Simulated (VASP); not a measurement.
# SiNi2 (P-3m1) in VASP: a series of runs

Runs on SiNi2. Level: r2SCAN. Tasks: single point.

Everything below comes from runs of VASP 6.6.1. Logs are shortened: lines on timing, memory, paths and dates and some standing lists are left out, and cuts for length are marked.

## Step 1: The cell of the first run

Symmetry: P-3m1, No. 164, trigonal system. The conventional cell has a = 3.870 Å, b = 3.870 Å, c = 4.927 Å, α = 90.00°, β = 90.00°, γ = 120.00°. Within 3.0 Å of Si (site symmetry 3m) lie 11 Ni at 2.26 to 2.64 Å. Within 3.3 Å of Ni (site symmetry -3m) lie 8 Ni at 2.46 to 2.65 Å and 6 Si at 2.47 Å. Within 3.3 Å of Ni (site symmetry -3m) lie 8 Ni at 2.46 to 2.47 Å and 6 Si at 2.64 Å. Ni (site symmetry 3m) has 5 Si at 2.26 to 2.48 Å and 6 Ni at 2.47 to 2.65 Å within 3.0 Å.

## Step 2: Single point, r2SCAN (mode 4 (121.0 1/cm) frozen in, largest displacement +0.188 Å)

The input, POSCAR:

```
SiNi2
1.0
    3.8695455034      0.0000000000      0.0000000000
   -1.9347727517      3.3511247070      0.0000000000
    0.0000000000      0.0000000000      4.9268111706
Si Ni
2 4
Direct
    0.3333333333      0.6666666667      0.7839652404
    0.6666666667      0.3333333333      0.2160347596
    0.0000000000      0.0000000000      0.0000000000
    0.0000000000      0.0000000000      0.5000000000
    0.3333333333      0.6666666667      0.2880570705
    0.6666666667      0.3333333333      0.7119429295
```

The input, INCAR.step1:

```
SYSTEM = SiNi2
ALGO = Normal
EDIFF = 1E-4
ENCUT = 520
GGA = PE
ISMEAR = 0
LASPH = .TRUE.
LCHARG = .FALSE.
LREAL = .FALSE.
LWAVE = .TRUE.
NBANDS = 33
NELM = 60
PREC = Accurate
SIGMA = 0.15
```

The input, INCAR.step2:

```
SYSTEM = SiNi2
ALGO = Normal
EDIFF = 1E-6
ENCUT = 520
ISIF = 2
ISMEAR = 0
ISTART = 1
LASPH = .TRUE.
LCHARG = .FALSE.
LMIXTAU = .TRUE.
LREAL = .FALSE.
LWAVE = .FALSE.
METAGGA = R2SCAN
NBANDS = 33
NELM = 60
PREC = Accurate
SIGMA = 0.15
```

The input, KPOINTS:

```
k-points
0
G
  12 12 10
  0 0 0
```

Potentials or basis: VASP PAW PBE potentials, release 64 (Si, Ni).

Launch:

```sh
cat potpaw_PBE.64/Si/POTCAR potpaw_PBE.64/Ni/POTCAR > POTCAR
cp INCAR.step1 INCAR
mpirun -np 1 vasp_std > vasp.out
cp INCAR.step2 INCAR
mpirun -np 1 vasp_std > vasp.out
```

OUTCAR:

```text
SYSTEM = SiNi2
   EDIFF = 1E-6
   ENCUT = 520
   ISIF = 2
   ISMEAR = 0
   ISTART = 1
   LASPH = .TRUE.
   LREAL = .FALSE.
   METAGGA = R2SCAN
   NELM = 60
   PREC = Accurate

 ion  position               nearest neighbor table
   1  0.333  0.667  0.784-   6 2.26   6 2.26   6 2.26   5 2.44   3 2.47   3 2.47   3 2.47   5 2.48
                             4 2.64   4 2.64   4 2.64   2 3.09   2 3.09   2 3.09
   2  0.667  0.333  0.216-   5 2.26   5 2.26   5 2.26   6 2.44   3 2.47   3 2.47   3 2.47   6 2.48
                             4 2.64   4 2.64   4 2.64   1 3.09   1 3.09   1 3.09
   3  0.000  0.000  0.000-   4 2.46   4 2.46   1 2.47   2 2.47   1 2.47   2 2.47   2 2.47   1 2.47
                             6 2.65   5 2.65   6 2.65   5 2.65   6 2.65   5 2.65
   4  0.000  0.000  0.500-   3 2.46   3 2.46   6 2.47   5 2.47   5 2.47   6 2.47   6 2.47   5 2.47
                             1 2.64   2 2.64   1 2.64   2 2.64   1 2.64   2 2.64
   5  0.333  0.667  0.288-   2 2.26   2 2.26   2 2.26   1 2.44   4 2.47   4 2.47   4 2.47   1 2.48
                             3 2.65   3 2.65   3 2.65   6 3.06   6 3.06   6 3.06
   6  0.667  0.333  0.712-   1 2.26   1 2.26   1 2.26   2 2.44   4 2.47   4 2.47   4 2.47   2 2.48
                             3 2.65   3 2.65   3 2.65   5 3.06   5 3.06   5 3.06

  LATTYP: Found a hexagonal cell.
 ALAT       =     3.8695455034
 C/A-ratio  =     1.2732273509

  Lattice vectors:

 A1 = (   3.8695455034,   0.0000000000,   0.0000000000)
 A2 = (  -1.9347727517,   3.3511247070,   0.0000000000)
 A3 = (   0.0000000000,   0.0000000000,   4.9268111706)

Analysis of symmetry for initial positions (statically):
=====================================================================
 Subroutine PRICEL returns:
 Original cell was already a primitive cell.

 Routine SETGRP: Setting up the symmetry group for a
 hexagonal supercell.

 Subroutine GETGRP returns: Found 12 space group operations
 (whereof 12 operations were pure point group operations)
 out of a pool of 24 trial point group operations.

The static configuration has the point symmetry D_3d.

Analysis of symmetry for dynamics (positions and initial velocities):
=====================================================================
 Subroutine PRICEL returns:
 Original cell was already a primitive cell.

 Routine SETGRP: Setting up the symmetry group for a
 hexagonal supercell.

 Subroutine GETGRP returns: Found 12 space group operations
 (whereof 12 operations were pure point group operations)
 out of a pool of 24 trial point group operations.

The dynamic configuration has the point symmetry D_3d.

 Subroutine INISYM returns: Found 12 space group operations
 (whereof 12 operations are pure point group operations),
 and found     1 'primitive' translations

----------------------------------------------------------------------------------------

                                     Primitive cell

  volume of cell :      63.8876

  direct lattice vectors                    reciprocal lattice vectors
     3.869545503  0.000000000  0.000000000     0.258428283  0.149203639  0.000000000
    -1.934772752  3.351124707  0.000000000     0.000000000  0.298407277  0.000000000
     0.000000000  0.000000000  4.926811171     0.000000000  0.000000000  0.202971043

  length of vectors
     3.869545503  3.869545503  4.926811171     0.298407277  0.298407277  0.202971043

  position of ions in fractional coordinates (direct lattice)
     0.333333333  0.666666667  0.783965240
     0.666666667  0.333333333  0.216034760
     0.000000000  0.000000000  0.000000000
     0.000000000  0.000000000  0.500000000
     0.333333333  0.666666667  0.288057071
     0.666666667  0.333333333  0.711942929

  ion indices of the primitive-cell ions
   primitive index   ion index
                 1           1
                 2           2
                 3           3
                 4           4
                 5           5
                 6           6

----------------------------------------------------------------------------------------

 KPOINTS: k-points

Automatic generation of k-mesh.
 Grid dimensions read from file:
 generate k-points for:   12   12   10

 Generating k-lattice:

  Cartesian coordinates                     Fractional coordinates (reciprocal lattice)
     0.021535690  0.012433637  0.000000000     0.083333333  0.000000000  0.000000000
     0.000000000  0.024867273  0.000000000     0.000000000  0.083333333  0.000000000
     0.000000000  0.000000000  0.020297104     0.000000000  0.000000000  0.100000000

  Length of vectors
     0.024867273  0.024867273  0.020297104

  Shift w.r.t. Gamma in fractional coordinates (k-lattice)
     0.000000000  0.000000000  0.000000000

 Subroutine IBZKPT returns following result:
 ===========================================

 Found    162 irreducible k-points:

 Following reciprocal coordinates:
            Coordinates               Weight
  0.000000  0.000000  0.000000      1.000000
  0.083333  0.000000  0.000000      6.000000
  0.166667  0.000000  0.000000      6.000000
  0.250000 -0.000000  0.000000      6.000000
  0.333333  0.000000  0.000000      6.000000
  0.416667  0.000000  0.000000      6.000000
[... 16 lines left out ...]
  0.166667  0.000000  0.100000      6.000000
  0.000000  0.166667  0.100000      6.000000
 [... further k-points ...]
   k-points           NKPTS =    162   k-points in BZ     NKDIM =    162   number of bands    NBANDS=     33
   number of dos      NEDOS =    301   number of ions     NIONS =      6
   total plane-waves  NPLWV =  36000
   dimension x,y,z NGX =    30 NGY =   30 NGZ =   40
   dimension x,y,z NGXF=    60 NGYF=   60 NGZF=   80
   ions per type =               2   4
   NGX,Y,Z   is equivalent  to a cutoff of  12.89, 12.89, 13.50 a.u.
   NGXF,Y,Z  is equivalent  to a cutoff of  25.78, 25.78, 26.99 a.u.
 SYSTEM =  SiNi2
   PREC   = accura    normal or accurate (medium, high low for compatibility)
   ISTART =      1    job   : 0-new  1-cont  2-samecut
   ICHARG =      0    charge: 1-file 2-atom 10-const
   ISPIN  =      1    spin polarized calculation?
   LNONCOLLINEAR =      F non collinear calculations
   LSORBIT =      F    spin-orbit coupling
   LASPH  =      T    aspherical Exc in radial PAW
   ENCUT  =  520.0 eV  38.22 Ry    6.18 a.u.   7.19  7.19  9.16*2*pi/ulx,y,z
   NELM   =     60;   NELMIN=  2; NELMDL=  0     # of ELM steps
   EDIFF  = 0.1E-05   stopping-criterion for ELM
   LREAL  =      F    real-space projection
   EDIFFG = 0.1E-04   stopping-criterion for IOM
   NSW    =      0    number of steps for IOM
   IBRION =     -1    ionic relax: 0-MD 1-quasi-New 2-CG
   NFREE  =      0    steps in history (QN), initial steepest desc. (CG)
   ISIF   =      2    stress and relaxation
   ISYM   =      2    0-nonsym 1-usesym 2-fastsym
   POTIM  = 0.5000    time-step for ionic-motion
   TEBEG  =    0.0;   TEEND  =   0.0 temperature during run
   PSTRESS=    0.0 pullay stress
   NELECT =      48.0000    total number of electrons
   NUPDOWN=      -1.0000    fix difference up-down
   EMIN   =  10.00;   EMAX   =-10.00  energy-range for DOS
   EFERMI =   0.00;   METHOD = LEGACY
   ISMEAR =     0;   SIGMA  =   0.15  broadening in eV -4-tet -1-fermi 0-gaus
   EFERMI_NEDOS =   21; number of points for ismear=-14 and -15
   IALGO  =     38    algorithm
   IMIX   =      4    mixing-type and parameters
     AMIX     =   0.40;   BMIX     =  1.00
     AMIX_MAG =   1.60;   BMIX_MAG =  1.00
  volume/ion in A,a.u.               =      10.65        71.86
  Fermi-wavevector in a.u.,A,eV,Ry     =   1.488275  2.812431 30.136380  2.214961
  Thomas-Fermi vector in A             =   2.601330
   LORBIT       =      0    0 simple, 1 ext, 2 COOP (PROOUT), +10 PAW based schemes
   METAGGA = R2SCAN    functional components
   LHFCALC =     F    Hartree Fock is set to
   AEXX    =    0.0000 exact exchange contribution
   IVDW    =     0    specifies the selected vdW correction
   LEPSILON=     F    determine dielectric tensor
   LRPA    =     F    only Hartree local field effects (RPA)
 non-spin polarized calculation
 Gauss-broadening in eV      SIGMA  =   0.15
  energy-cutoff  :      520.00
  volume of cell :       63.89
 maximum number of plane-waves:      1737
 NGX is ok and might be reduce to    30
   NGX = 15   NGY = 15   NGZ = 19

 number of electron      47.9999977 magnetization

 Free energy of the ion-electron system (eV)
  ---------------------------------------------------
  ext. energy  EPLUGINS =         0.00000000
  ---------------------------------------------------
  free energy    TOTEN  =       -68.12250198 eV

  energy without entropy =      -68.08568406  energy(sigma->0) =      -68.10409302

 E-fermi :  11.3675     XC(G=0): -14.1508

 val. band max:       11.3641120271   @ k =   0.0000   0.3333   0.3000
 cond. band min:      11.3713634722   @ k =   0.0000   0.2500   0.1000
 fundamental gap:      0.0072514452
 Fermi energy:        11.3675319471

 k-point     1 :       0.0000    0.0000    0.0000
  band No.  band energies     occupation
      1      -2.0958      2.00000
      2       2.8427      2.00000
      3       4.3646      2.00000
      4       5.9935      2.00000
      5       5.9935      2.00000
      6       7.2849      2.00000
[... 25 lines left out ...]
     32      17.5866      0.00000
     33      20.3914      0.00000

 k-point     2 :       0.0833    0.0000    0.0000
  band No.  band energies     occupation
      1      -2.0007      2.00000
      2       2.8560      2.00000
      3       4.4373      2.00000
      4       5.9662      2.00000
      5       6.0390      2.00000
      6       6.9909      2.00000
[... 25 lines left out ...]
     32      18.0637      0.00000
     33      19.5097      0.00000

 k-point     3 :       0.1667    0.0000    0.0000
  band No.  band energies     occupation
      1      -1.7184      2.00000
      2       2.8736      2.00000
      3       4.6505      2.00000
      4       5.8211      2.00000
      5       6.1727      2.00000
      6       6.5541      2.00000
[... 25 lines left out ...]
     32      18.4624      0.00000
     33      18.9926      0.00000

 k-point     4 :       0.2500   -0.0000    0.0000
  band No.  band energies     occupation
      1      -1.2583      2.00000
      2       2.8202      2.00000
      3       4.9886      2.00000
      4       5.3464      2.00000
      5       6.3146      2.00000
      6       6.3851      2.00000
[... 25 lines left out ...]
     32      18.3723      0.00000
     33      18.4040      0.00000

 k-point     5 :       0.3333    0.0000    0.0000
  band No.  band energies     occupation
      1      -0.6405      2.00000
      2       2.5526      2.00000
      3       4.7281      2.00000
      4       5.4239      2.00000
      5       6.3694      2.00000
      6       6.6577      2.00000
[... 604 lines left out ...]
 k-point    22 :       0.0000    0.0833    0.1000
  band No.  band energies     occupation
      1      -1.9389      2.00000
      2       2.4914      2.00000
      3       4.7324      2.00000
      4       6.0057      2.00000
      5       6.0352      2.00000
      6       6.8769      2.00000
[... 25 lines left out ...]
     32      18.1412      0.00000
     33      19.2332      0.00000

 k-point    23 :       0.1667    0.0000    0.1000
  band No.  band energies     occupation
      1      -1.6574      2.00000
      2       2.5874      2.00000
      3       4.7736      2.00000
      4       5.9279      2.00000
      5       6.2068      2.00000
      6       6.5816      2.00000
[... 25 lines left out ...]
     32      18.0478      0.00000
     33      19.5138      0.00000

 k-point    24 :       0.0000    0.1667    0.1000
  band No.  band energies     occupation
      1      -1.6573      2.00000
      2       2.5844      2.00000
      3       4.7973      2.00000
      4       5.9294      2.00000
      5       6.1537      2.00000
      6       6.4925      2.00000
[... 25 lines left out ...]
     32      18.4666      0.00000
     33      18.9393      0.00000

 [... further k-points ...]

------------------------ aborting loop because EDIFF is reached ----------------------------------------

  FORCE on cell =-STRESS in cart. coord.  units (eV):
  Direction    XX          YY          ZZ          XY          YZ          ZX
  --------------------------------------------------------------------------------------
  -------------------------------------------------------------------------------------
  Total        0.0785036      0.0785036     -0.4966025      0.0000000      0.0000000      0.0000000
  in kB        1.9687198      1.9687198    -12.4538332      0.0000000      0.0000000      0.0000000
  external PRESSURE =      -2.8387979 kB  Pullay stress =       0.0000000 kB

 VOLUME and BASIS-vectors are now :
 -----------------------------------------------------------------------------
  energy-cutoff  :      520.00
  volume of cell :       63.89
      direct lattice vectors                 reciprocal lattice vectors
     3.869545503  0.000000000  0.000000000     0.258428283  0.149203639  0.000000000
    -1.934772752  3.351124707  0.000000000     0.000000000  0.298407277  0.000000000
     0.000000000  0.000000000  4.926811171     0.000000000  0.000000000  0.202971043

 POSITION                                       TOTAL-FORCE (eV/Angst)
 -----------------------------------------------------------------------------------
     -0.00000      2.23408      3.86245         0.000000     -0.000000     -0.268383
      1.93477      1.11704      1.06436         0.000000      0.000000      0.268383
      0.00000      0.00000      0.00000         0.000000      0.000000      0.000000
      0.00000      0.00000      2.46341         0.000000      0.000000      0.000000
     -0.00000      2.23408      1.41920         0.000000     -0.000000     -0.543525
      1.93477      1.11704      3.50761        -0.000000      0.000000      0.543525
 -----------------------------------------------------------------------------------
    total drift:                                0.000000     -0.000000     -0.000000

  FREE ENERGIE OF THE ION-ELECTRON SYSTEM (eV)
  ---------------------------------------------------
  free  energy   TOTEN  =       -68.1225019834 eV

  energy  without entropy=      -68.0856840613  energy(sigma->0) =      -68.10409302
```

Run time: 23 min. Hardware: 1 thread of Intel Xeon Platinum 8488C (Sapphire Rapids), shared host; peak memory 0.38 GiB.

Results:

```
Free energy            : -68.1225 eV
Pressure               : -0.3 GPa
Largest force          : 0.544 eV/Å
Band gap on the k mesh : zero (band 24 reaches 14.43 eV, above the bottom of band 25 at 10.82 eV)
```

Forces in eV/Å, atoms in the order of the input:
```
Si   0.000  0.000 -0.268
Si   0.000  0.000  0.268
Ni   0.000  0.000  0.000
Ni   0.000  0.000  0.000
Ni   0.000  0.000 -0.544
Ni   0.000  0.000  0.544
```

Levels at points of the mesh, in eV from the Fermi level:
| k point | band 22 | band 23 | band 24 | band 25 | band 26 | band 27 |
| --- | --- | --- | --- | --- | --- | --- |
| (0.00, 0.00, 0.00) | -0.73 | 0.15 | 2.64 | 2.70 | 2.70 | 2.94 |
| (0.50, 0.00, 0.00) | -1.10 | -0.78 | -0.61 | -0.47 | 1.01 | 2.03 |
| (0.00, 0.00, 0.50) | -1.15 | 1.92 | 3.06 | 3.20 | 3.20 | 3.54 |
| (0.50, 0.00, 0.50) | -1.10 | -0.93 | -0.78 | 0.86 | 1.04 | 2.63 |

Caveat: the cell differs from its parent crystal (mode 4 (121.0 1/cm) frozen in, largest displacement +0.188 Å); the PAW data sets were made with another functional, which shifts forces and pressure a little. Spin polarisation is off, so any magnetic state and its effect on volume and gap are missing.

## Step 3: Single point, r2SCAN (mode 4 (121.0 1/cm) frozen in, largest displacement +0.263 Å)

The input, POSCAR:

```
SiNi2
1.0
    3.8695455034      0.0000000000      0.0000000000
   -1.9347727517      3.3511247070      0.0000000000
    0.0000000000      0.0000000000      4.9268111706
Si Ni
2 4
Direct
    0.3333333333      0.6666666667      0.7975513365
    0.6666666667      0.3333333333      0.2024486635
    0.0000000000      0.0000000000      0.0000000000
    0.0000000000      0.0000000000      0.5000000000
    0.3333333333      0.6666666667      0.3032798987
    0.6666666667      0.3333333333      0.6967201013
```

The input, INCAR.step1:

```
SYSTEM = SiNi2
PREC = Accurate ; ENCUT = 520
ISMEAR = 0 ; SIGMA = 0.15
LREAL = .False. ; LASPH = .True.
NELM = 100 ; NBANDS = 33
GGA = PE ; ALGO = Normal
EDIFF = 1E-4 ; LWAVE = .True.
LCHARG = .False.
```

The input, INCAR.step2:

```
SYSTEM = SiNi2
PREC = Accurate ; ENCUT = 520
EDIFF = 1E-6 ; ISMEAR = 0
SIGMA = 0.15 ; LREAL = .False.
LASPH = .True. ; NELM = 100
ALGO = Normal ; ISIF = 2
LWAVE = .False. ; LCHARG = .True.
METAGGA = R2SCAN ; LMIXTAU = .True.
LELF = .True. ; LVHAR = .True.
NBANDS = 33 ; ISTART = 1
```

The input, KPOINTS:

```
Automatic mesh
0
Gamma
  12 12 10
  0 0 0
```

Potentials or basis: VASP PAW PBE potentials, release 64 (Si, Ni).

Launch:

```sh
cat potpaw_PBE.64/Si/POTCAR potpaw_PBE.64/Ni/POTCAR > POTCAR
cp INCAR.step1 INCAR
mpirun -np 1 vasp_std > vasp.out
cp INCAR.step2 INCAR
mpirun -np 1 vasp_std > vasp.out
```

Run time: 21 min. Hardware: 1 thread of Intel Xeon 6975P-C, shared host; peak memory 0.39 GiB.

It converged, with:

```
Free energy            : -67.9816 eV
Pressure               : -0.7 GPa
Largest force          : 0.737 eV/Å
Band gap on the k mesh : zero (band 24 reaches 14.49 eV, above the bottom of band 25 at 10.87 eV)
```

Forces in eV/Å, atoms in the order of the input:
```
Si   0.000  0.000 -0.403
Si   0.000  0.000  0.403
Ni   0.000  0.000  0.000
Ni   0.000  0.000  0.000
Ni   0.000  0.000 -0.737
Ni   0.000  0.000  0.737
```

Stress tensor (GPa, compression positive):
```
 0.25  0.00  0.00
 0.00  0.25  0.00
 0.00  0.00 -2.65
```

Levels at points of the mesh, in eV from the Fermi level:
```tsv
k point	band 20	band 21	band 22	band 23	band 24	band 25	band 26	band 27	band 28	band 29
(0.00, 0.00, 0.00)	-1.03	-0.80	-0.80	0.17	2.40	2.51	2.51	2.88	2.88	4.51
(0.50, 0.00, 0.00)	-1.27	-1.16	-1.03	-0.83	-0.63	-0.18	0.81	2.03	3.24	4.30
(0.00, 0.00, 0.50)	-1.12	-1.05	-1.05	1.71	3.09	3.09	3.19	3.22	3.22	3.38
(0.50, 0.00, 0.50)	-1.35	-1.32	-1.03	-0.86	-0.74	0.81	0.96	2.39	3.78	5.75
```

Caveat: the cell differs from its parent crystal (mode 4 (121.0 1/cm) frozen in, largest displacement +0.263 Å); the PAW data sets were made with another functional, which shifts forces and pressure a little.
